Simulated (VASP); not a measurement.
# Au (Im-3m) in VASP: notebook

Au is run at these levels: PBE; tasks: single point, relaxation of cell and atoms.

Program: VASP 6.6.1. These are calculated values, not measurements. Logs are shortened: lines on timing, memory, paths and dates and some standing lists are left out, and cuts for length are marked.

**1. The cell of the first run**

Symmetry: Im-3m, No. 229, cubic system. Conventional cell: a = 3.239 Å, b = 3.239 Å, c = 3.239 Å, α = 90.00°, β = 90.00°, γ = 90.00°. Au (site symmetry m-3m) has 14 Au at 2.80 to 3.24 Å within 3.7 Å.

**2. Single point, PBE**

File INCAR:

```
SYSTEM = Au
PREC = Accurate ; ENCUT = 520
EDIFF = 1E-6 ; ISMEAR = 0
SIGMA = 0.1 ; LREAL = .FALSE.
LASPH = .TRUE. ; NELM = 60
ALGO = Normal ; ISIF = 2
LWAVE = .FALSE. ; LCHARG = .FALSE.
GGA = PE ; NBANDS = 12
```

File KPOINTS:

```
Automatic mesh
0
G
  11 11 11
  0 0 0
```

File POSCAR:

```
Au
1.0
    1.6194093588      1.6194093588      1.6194093588
   -1.6194093588      1.6194093588      1.6194093588
   -1.6194093588     -1.6194093588      1.6194093588
Au
1
Direct
    0.0000000000      0.0000000000      0.0000000000
```

Potentials or basis: VASP PAW PBE potentials, release 64 (Au).

Launch:

```console
> cat potpaw_PBE.64/Au/POTCAR > POTCAR
> mpirun -np 1 vasp_std > vasp.out
```

OUTCAR:

```text
SYSTEM = Au
   PREC = Accurate
   ENCUT = 520
   EDIFF = 1E-6
   ISMEAR = 0
   LREAL = .FALSE.
   LASPH = .TRUE.
   NELM = 60
   ISIF = 2
   GGA = PE

 ion  position               nearest neighbor table
   1  0.000  0.000  0.000-

  LATTYP: Found a body centered cubic cell.
 ALAT       =     3.2388187176

  Lattice vectors:

 A1 = (   1.6194093588,  -1.6194093588,  -1.6194093588)
 A2 = (   1.6194093588,   1.6194093588,   1.6194093588)
 A3 = (  -1.6194093588,  -1.6194093588,   1.6194093588)

Analysis of symmetry for initial positions (statically):
=====================================================================
 Subroutine PRICEL returns:
 Original cell was already a primitive cell.

 Routine SETGRP: Setting up the symmetry group for a
 body centered cubic supercell.

 Subroutine GETGRP returns: Found 48 space group operations
 (whereof 48 operations were pure point group operations)
 out of a pool of 48 trial point group operations.

The static configuration has the point symmetry O_h .

Analysis of symmetry for dynamics (positions and initial velocities):
=====================================================================
 Subroutine PRICEL returns:
 Original cell was already a primitive cell.

 Routine SETGRP: Setting up the symmetry group for a
 body centered cubic supercell.

 Subroutine GETGRP returns: Found 48 space group operations
 (whereof 48 operations were pure point group operations)
 out of a pool of 48 trial point group operations.

The dynamic configuration has the point symmetry O_h .

 Subroutine INISYM returns: Found 48 space group operations
 (whereof 48 operations are pure point group operations),
 and found     1 'primitive' translations

----------------------------------------------------------------------------------------

                                     Primitive cell

  volume of cell :      16.9875

  direct lattice vectors                    reciprocal lattice vectors
     1.619409359  1.619409359  1.619409359     0.308754545  0.000000000  0.308754545
    -1.619409359  1.619409359  1.619409359    -0.308754545  0.308754545  0.000000000
    -1.619409359 -1.619409359  1.619409359     0.000000000 -0.308754545  0.308754545

  length of vectors
     2.804899288  2.804899288  2.804899288     0.436644865  0.436644865  0.436644865

  position of ions in fractional coordinates (direct lattice)
     0.000000000  0.000000000  0.000000000

  ion indices of the primitive-cell ions
   primitive index   ion index
                 1           1

----------------------------------------------------------------------------------------

 KPOINTS: Automatic mesh

Automatic generation of k-mesh.
 Grid dimensions read from file:
 generate k-points for:   11   11   11

 Generating k-lattice:

  Cartesian coordinates                     Fractional coordinates (reciprocal lattice)
     0.028068595  0.000000000  0.028068595     0.090909091  0.000000000  0.000000000
    -0.028068595  0.028068595  0.000000000     0.000000000  0.090909091  0.000000000
     0.000000000 -0.028068595  0.028068595     0.000000000  0.000000000  0.090909091

  Length of vectors
     0.039694988  0.039694988  0.039694988

  Shift w.r.t. Gamma in fractional coordinates (k-lattice)
     0.000000000  0.000000000  0.000000000

 Subroutine IBZKPT returns following result:
 ===========================================

 Found     56 irreducible k-points:

 Following reciprocal coordinates:
            Coordinates               Weight
  0.000000  0.000000  0.000000      1.000000
  0.090909  0.000000  0.000000     12.000000
  0.181818  0.000000  0.000000     12.000000
  0.272727  0.000000  0.000000     12.000000
  0.363636  0.000000  0.000000     12.000000
  0.454545  0.000000  0.000000     12.000000
[... 16 lines left out ...]
  0.363636  0.181818  0.090909     48.000000
  0.454545  0.181818  0.090909     48.000000
 [... further k-points ...]
   k-points           NKPTS =     56   k-points in BZ     NKDIM =     56   number of bands    NBANDS=     12
   number of dos      NEDOS =    301   number of ions     NIONS =      1
   total plane-waves  NPLWV =  13824
   dimension x,y,z NGX =    24 NGY =   24 NGZ =   24
   dimension x,y,z NGXF=    48 NGYF=   48 NGZF=   48
   ions per type =               1
   NGX,Y,Z   is equivalent  to a cutoff of  14.22, 14.22, 14.22 a.u.
   NGXF,Y,Z  is equivalent  to a cutoff of  28.45, 28.45, 28.45 a.u.
 SYSTEM =  Au
   PREC   = accura    normal or accurate (medium, high low for compatibility)
   ISTART =      0    job   : 0-new  1-cont  2-samecut
   ICHARG =      2    charge: 1-file 2-atom 10-const
   ISPIN  =      1    spin polarized calculation?
   LNONCOLLINEAR =      F non collinear calculations
   LSORBIT =      F    spin-orbit coupling
   LASPH  =      T    aspherical Exc in radial PAW
   ENCUT  =  520.0 eV  38.22 Ry    6.18 a.u.   5.22  5.22  5.22*2*pi/ulx,y,z
   NELM   =     60;   NELMIN=  2; NELMDL= -5     # of ELM steps
   EDIFF  = 0.1E-05   stopping-criterion for ELM
   LREAL  =      F    real-space projection
   EDIFFG = 0.1E-04   stopping-criterion for IOM
   NSW    =      0    number of steps for IOM
   IBRION =     -1    ionic relax: 0-MD 1-quasi-New 2-CG
   NFREE  =      0    steps in history (QN), initial steepest desc. (CG)
   ISIF   =      2    stress and relaxation
   ISYM   =      2    0-nonsym 1-usesym 2-fastsym
   POTIM  = 0.5000    time-step for ionic-motion
   TEBEG  =    0.0;   TEEND  =   0.0 temperature during run
   PSTRESS=    0.0 pullay stress
   NELECT =      11.0000    total number of electrons
   NUPDOWN=      -1.0000    fix difference up-down
   EMIN   =  10.00;   EMAX   =-10.00  energy-range for DOS
   EFERMI =   0.00;   METHOD = LEGACY
   ISMEAR =     0;   SIGMA  =   0.10  broadening in eV -4-tet -1-fermi 0-gaus
   EFERMI_NEDOS =   21; number of points for ismear=-14 and -15
   IALGO  =     38    algorithm
   IMIX   =      4    mixing-type and parameters
     AMIX     =   0.40;   BMIX     =  1.00
     AMIX_MAG =   1.60;   BMIX_MAG =  1.00
  volume/ion in A,a.u.               =      16.99       114.64
  Fermi-wavevector in a.u.,A,eV,Ry     =   1.416323  2.676463 27.292904  2.005972
  Thomas-Fermi vector in A             =   2.537670
   LORBIT       =      0    0 simple, 1 ext, 2 COOP (PROOUT), +10 PAW based schemes
   GGA     = PE    functional components
   LHFCALC =     F    Hartree Fock is set to
   AEXX    =    0.0000 exact exchange contribution
   IVDW    =     0    specifies the selected vdW correction
   LEPSILON=     F    determine dielectric tensor
   LRPA    =     F    only Hartree local field effects (RPA)
 non-spin polarized calculation
 Gauss-broadening in eV      SIGMA  =   0.10
  energy-cutoff  :      520.00
  volume of cell :       16.99
 maximum number of plane-waves:       470
 NGX is ok and might be reduce to    24
   NGX = 11   NGY = 11   NGZ = 11

 number of electron      11.0000001 magnetization

 Free energy of the ion-electron system (eV)
  ---------------------------------------------------
  ext. energy  EPLUGINS =         0.00000000
  ---------------------------------------------------
  free energy    TOTEN  =        -3.16486466 eV

  energy without entropy =       -3.16050979  energy(sigma->0) =       -3.16268723

 E-fermi :   9.3979     XC(G=0): -12.7374

 val. band max:        9.3940893237   @ k =   0.3636   0.2727   0.2727
 cond. band min:       9.4170223951   @ k =   0.4545   0.1818   0.0909
 fundamental gap:      0.0229330714
 Fermi energy:         9.3979386882

 k-point     1 :       0.0000    0.0000    0.0000
  band No.  band energies     occupation
      1      -0.3502      2.00000
      2       4.6461      2.00000
      3       4.6461      2.00000
      4       4.6461      2.00000
      5       6.5889      2.00000
      6       6.5889      2.00000
      7      26.0514      0.00000
      8      26.0514      0.00000
      9      26.0514      0.00000
     10      33.9476      0.00000
     11      33.9476      0.00000
     12      33.9476      0.00000

 k-point     2 :       0.0909    0.0000    0.0000
  band No.  band energies     occupation
      1      -0.0464      2.00000
      2       4.5491      2.00000
      3       4.6531      2.00000
      4       4.8626      2.00000
      5       6.4770      2.00000
      6       6.5962      2.00000
      7      25.9820      0.00000
      8      26.1036      0.00000
      9      26.4452      0.00000
     10      31.4326      0.00000
     11      31.5155      0.00000
     12      32.8996      0.00000

 k-point     3 :       0.1818    0.0000    0.0000
  band No.  band energies     occupation
      1       0.7898      2.00000
      2       4.2981      2.00000
      3       4.6702      2.00000
      4       5.4802      2.00000
      5       6.2954      2.00000
      6       6.6230      2.00000
      7      24.3904      0.00000
      8      25.5841      0.00000
      9      27.5415      0.00000
     10      29.6438      0.00000
     11      30.4198      0.00000
     12      30.5295      0.00000
[... 286 lines left out ...]
 k-point    23 :       0.3636    0.1818    0.0909
  band No.  band energies     occupation
      1       2.7607      2.00000
      2       4.2365      2.00000
      3       4.7419      2.00000
      4       5.8789      2.00000
      5       6.8412      2.00000
      6       7.6815      2.00000
      7      19.1115      0.00000
      8      22.2555      0.00000
      9      25.5089      0.00000
     10      28.2178      0.00000
     11      31.3128      0.00000
     12      33.5903      0.00000

 k-point    24 :       0.4545    0.1818    0.0909
  band No.  band energies     occupation
      1       2.8787      2.00000
      2       4.0685      2.00000
      3       5.0920      2.00000
      4       6.1324      2.00000
      5       7.4055      2.00000
      6       9.4170      0.78725
      7      15.6014      0.00000
      8      21.0057      0.00000
      9      24.2146      0.00000
     10      29.4548      0.00000
     11      31.7276      0.00000
     12      34.0271      0.00000

 [... further k-points ...]
[... 5 lines left out ...]
  --------------------------------------------------------------------------------------
  -------------------------------------------------------------------------------------
  Total        1.0304527      1.0304527      1.0304527      0.0000000      0.0000000      0.0000000
  in kB       97.1871176     97.1871176     97.1871176      0.0000000      0.0000000      0.0000000
  external PRESSURE =      97.1871176 kB  Pullay stress =       0.0000000 kB

 VOLUME and BASIS-vectors are now :
 -----------------------------------------------------------------------------
  energy-cutoff  :      520.00
  volume of cell :       16.99
      direct lattice vectors                 reciprocal lattice vectors
     1.619409359  1.619409359  1.619409359     0.308754545  0.000000000  0.308754545
    -1.619409359  1.619409359  1.619409359    -0.308754545  0.308754545  0.000000000
    -1.619409359 -1.619409359  1.619409359     0.000000000 -0.308754545  0.308754545

 POSITION                                       TOTAL-FORCE (eV/Angst)
 -----------------------------------------------------------------------------------
      0.00000      0.00000      0.00000        -0.000000     -0.000000      0.000000
 -----------------------------------------------------------------------------------
    total drift:                                0.000000      0.000000      0.000000

  FREE ENERGIE OF THE ION-ELECTRON SYSTEM (eV)
  ---------------------------------------------------
  free  energy   TOTEN  =        -3.1648646612 eV

  energy  without entropy=       -3.1605097892  energy(sigma->0) =       -3.16268723
```

Run time: 7.5 s. Hardware: 1 thread of AMD EPYC 9R45 (Zen 5), shared host; peak memory 0.11 GiB.

Results:

| Quantity | Value |
| --- | --- |
| Free energy | -3.1649 eV |
| Pressure | 9.7 GPa |

Levels at points of the mesh, in eV from the Fermi level:
| k point | band 2 | band 3 | band 4 | band 5 | band 6 | band 7 | band 8 | band 9 | band 10 | band 11 |
| --- | --- | --- | --- | --- | --- | --- | --- | --- | --- | --- |
| (0.00, 0.00, 0.00) | -4.75 | -4.75 | -4.75 | -2.81 | -2.81 | 16.65 | 16.65 | 16.65 | 24.55 | 24.55 |

Caveat: spin-orbit coupling is left out, which moves the levels of the heavy elements.

**3. Single point, PBE**

This run uses another cell than the first one, of 16.22 Å³/atom, 0.955 times its volume.

File INCAR:

```
SYSTEM = Au
ALGO = Normal
EDIFF = 1E-6
ENCUT = 520
GGA = PE
ISIF = 2
ISMEAR = 0
LASPH = .TRUE.
LCHARG = .FALSE.
LREAL = .FALSE.
LWAVE = .FALSE.
NBANDS = 12
NELM = 60
PREC = Accurate
SIGMA = 0.1
```

File KPOINTS:

```
k-points
0
G
  11 11 11
  0 0 0
```

File POSCAR:

```
Au
1.0
    1.5946880605      1.5946880605      1.5946880605
   -1.5946880605      1.5946880605      1.5946880605
   -1.5946880605     -1.5946880605      1.5946880605
Au
1
Direct
    0.0000000000      0.0000000000      0.0000000000
```

Potentials or basis: VASP PAW PBE potentials, release 64 (Au).

Launch:

```console
> cat potpaw_PBE.64/Au/POTCAR > POTCAR
> mpirun -np 1 vasp_std > vasp.out
```

It took 7.4 s on 1 thread of AMD EPYC 9R45 (Zen 5), shared host; peak memory 0.11 GiB.

Results (log left out):

* Free energy: -3.0952 eV
* Pressure: 19.6 GPa

Levels at points of the mesh, in eV from the Fermi level:
```tsv
k point	band 3	band 4	band 5	band 6	band 7	band 8	band 9	band 10
(0.00, 0.00, 0.00)	-5.01	-5.01	-2.92	-2.92	16.65	16.65	16.65	25.43
```

Caveat: spin-orbit coupling is left out, which moves the levels of the heavy elements.

**4. Single point, PBE**

This run uses another cell than the first one, of 18.08 Å³/atom, 1.065 times its volume.

File INCAR:

```
PREC = Accurate
ENCUT = 520
EDIFF = 1E-7
ISMEAR = 0
SIGMA = 0.1
LREAL = False
LASPH = True
NELM = 80
ALGO = Normal
ISIF = 2
LWAVE = False
LCHARG = False
GGA = PE
NBANDS = 12
```

File KPOINTS:

```
Automatic mesh
0
Gamma
  11 11 11
```

File POSCAR:

```
Au
1.0
    1.6535050418      1.6535050418      1.6535050418
   -1.6535050418      1.6535050418      1.6535050418
   -1.6535050418     -1.6535050418      1.6535050418
Au
1
Direct
    0.0000000000      0.0000000000      0.0000000000
```

Launch:

```console
> cat potpaw_PBE.64/Au/POTCAR > POTCAR
> mpirun -np 1 vasp_std > vasp.out
```

Wall time 7.4 s (1 thread of AMD EPYC 9R45 (Zen 5), shared host); peak memory 0.11 GiB.

It converged, with:

```
Free energy : -3.1959 eV
Pressure    : -0.2 GPa
```

Levels at points of the mesh, in eV from the Fermi level:
```csv
k point,band 2,band 3,band 4,band 5,band 6,band 7,band 8,band 9,band 10,band 11
"(0.00, 0.00, 0.00)",-4.43,-4.43,-4.43,-2.68,-2.68,16.61,16.61,16.61,23.39,23.39
```

Caveat: spin-orbit coupling is left out, which moves the levels of the heavy elements.

**5. Single point, PBE**

This run uses another cell than the first one, of 17.48 Å³/atom, 1.029 times its volume.

File INCAR:

```
SYSTEM = Au
  ALGO = Normal
  EDIFF = 1E-6
  ENCUT = 520
  GGA = PE
  ISIF = 2
  ISMEAR = 0
  LASPH = .TRUE.
  LCHARG = .FALSE.
  LREAL = .FALSE.
  LWAVE = .FALSE.
  NBANDS = 12
  NELM = 100
  PREC = Accurate
  SIGMA = 0.1
```

File KPOINTS:

```
k-points
0
G
  11 11 11
  0 0 0
```

File POSCAR:

```
Au
1.0
    1.6348646015      1.6348646015      1.6348646015
   -1.6348646015      1.6348646015      1.6348646015
   -1.6348646015     -1.6348646015      1.6348646015
Au
1
Direct
    0.0000000000      0.0000000000      0.0000000000
```

Launch:

```console
> cat potpaw_PBE.64/Au/POTCAR > POTCAR
> mpirun -np 1 vasp_std > vasp.out
```

Run time: 6.6 s. Hardware: 1 thread of AMD EPYC 9R45 (Zen 5), shared host; peak memory 0.11 GiB.

The run converged. Its results:

* Free energy: -3.1872 eV
* Pressure: 4.8 GPa

Levels at points of the mesh, in eV from the Fermi level:
```csv
k point,band 1,band 2,band 3,band 4,band 5,band 6,band 7,band 8,band 9,band 10
"(0.00, 0.00, 0.00)",-9.46,-4.60,-4.60,-4.60,-2.75,-2.75,16.64,16.64,16.64,24.02
```

Caveat: spin-orbit coupling is left out, which moves the levels of the heavy elements.

[end of part 1 of 2]
